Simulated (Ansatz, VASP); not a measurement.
**One calculation of CaO, two programs**

INCAR

```
ALGO = Normal
EDIFF = 1E-7
EDIFFG = -0.05
ENCUT = 600
IBRION = 2
ISIF = 3
ISMEAR = 0
LASPH = True
LCHARG = False
LREAL = False
LWAVE = False
NELM = 80
NSW = 100
PREC = Accurate
SIGMA = 0.1
```

KPOINTS

```
k-points
0
Gamma
  8 8 8
```

POSCAR

```
CaO
1.0
    0.0000000000      2.4535000000      2.4535000000
    2.4535000000      0.0000000000      2.4535000000
    2.4535000000      2.4535000000      0.0000000000
Ca O
1 1
Direct
    0.0000000000      0.0000000000      0.0000000000
    0.5000000000      0.5000000000      0.5000000000
```

Input for Ansatz:

```yaml
crystal:
  lattice:
    - [0.0, 2.4535, 2.4535]
    - [2.4535, 0.0, 2.4535]
    - [2.4535, 2.4535, 0.0]
  atoms:
    - { symbol: Ca, position: [0.0, 0.0, 0.0] }
    - { symbol: O, position: [0.5, 0.5, 0.5] }
basis:
  ecutwfc: 420
kpoints:
  mp_grid: { grid: [8, 8, 8] }
hamiltonian:
  xc: lda
  pseudopotentials: { kind: paw, azcp: { folder: soft_1 } }
scf:
  occupations: { method: gaussian, width: 0.1 }
output:
  forces: true
  stress: true
  eigenvalues: true
relax:
  adjacent_minimum: "off"
  f_tol: 0.05
  max_steps: 80
  cell: { stress_tol: 0.5 }
```

Alike in both runs: task relaxation of cell and atoms; functional LDA; k mesh 8 × 8 × 8; occupations gaussian, width 0.1 eV; no spin polarisation.

|  | VASP | Ansatz |
| --- | --- | --- |
| version | VASP 6.6.1 | Ansatz 0.2.0 |
| potentials or method | VASP PAW LDA potentials, release 64 (Ca_sv, O), cutoff 600 eV | scalar-relativistic, plane waves, PAW |
| valence electrons in the cell | 16 | 16 |

Ansatz gave:

- gap on the k mesh at the Fermi level, each at its own relaxed structure (eV): 3.45
- relaxed volume (Å³/atom): 13.07
- relaxed cell length with the largest relative difference (Å): 3.332

Question: Estimate VASP's values.

Answer: gap on the k mesh at the Fermi level, each at its own relaxed structure (eV): 3.43; relaxed volume (Å³/atom): 13.12; relaxed cell length with the largest relative difference (Å): 3.336.

Ansatz warns that its potentials were made for another functional, while VASP's fit it. LDA's correlation is that of Perdew and Zunger in VASP and of Perdew and Wang (1992) in Ansatz.
